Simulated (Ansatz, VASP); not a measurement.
## One calculation of TlHO, two programs

File INCAR:

```
  ALGO = Normal
  EDIFF = 1E-6
  ENCUT = 1000
  GGA = PE
  GGA_COMPAT = False
  ISIF = 2
  ISMEAR = 0
  LASPH = True
  LCHARG = False
  LREAL = False
  LWAVE = False
  NBANDS = 17
  NELM = 120
  NELMDL = -8
  PREC = Accurate
  SIGMA = 0.01
```

Contents of KPOINTS:

```
k-points
0
Gamma
  1 1 1
```

POSCAR

```
TlHO
1.0
    9.7300000000      0.0000000000      0.0000000000
    0.0000000000      9.0000000000      0.0000000000
    0.0000000000      0.0000000000     11.7400000000
Tl O H
1 1 1
Direct
    0.4971120200      0.5000000000      0.3833049400
    0.4624871500      0.5000000000      0.5628458300
    0.5371212700      0.5000000000      0.6168543400
```

Input for Ansatz:

```yaml
crystal:
  lattice:
    - [9.73, 0.0, 0.0]
    - [0.0, 9.0, 0.0]
    - [0.0, 0.0, 11.74]
  atoms:
    - { symbol: Tl, position: [0.49711202, 0.5, 0.38330494] }
    - { symbol: O, position: [0.46248715, 0.5, 0.56284583] }
    - { symbol: H, position: [0.53712127, 0.5, 0.61685434] }
basis:
  ecutwfc: 420
  ecutrho_ratio: 4
kpoints:
  mp_grid: { grid: [1, 1, 1] }
hamiltonian:
  xc: pbe
scf:
  occupations: { method: gaussian, width: 0.01 }
output:
  forces: true
  eigenvalues: true
  populations: true
```

Alike in both runs: task single point; functional PBE; k mesh 1 × 1 × 1; occupations gaussian, width 0.01 eV; no spin polarisation.

|  | VASP | Ansatz |
| --- | --- | --- |
| version | VASP 6.6.1 | Ansatz 0.2.0 |
| potentials or method | VASP PAW PBE potentials, release 64 (Tl_d, O_h, H_h), cutoff 1000 eV | scalar-relativistic, plane waves, PAW |
| valence electrons in the cell | 20 | 20 |

```tsv
	VASP	Ansatz	Ansatz less VASP
gap on the k mesh at the Fermi level (eV)	3.59	3.60	+0.011
rms of the force components (eV/Å)	0.196	0.183	-0.0137
```

Atom by atom the forces differ by 0.017 eV/Å (rms over components).

Neither program's run includes spin-orbit coupling.
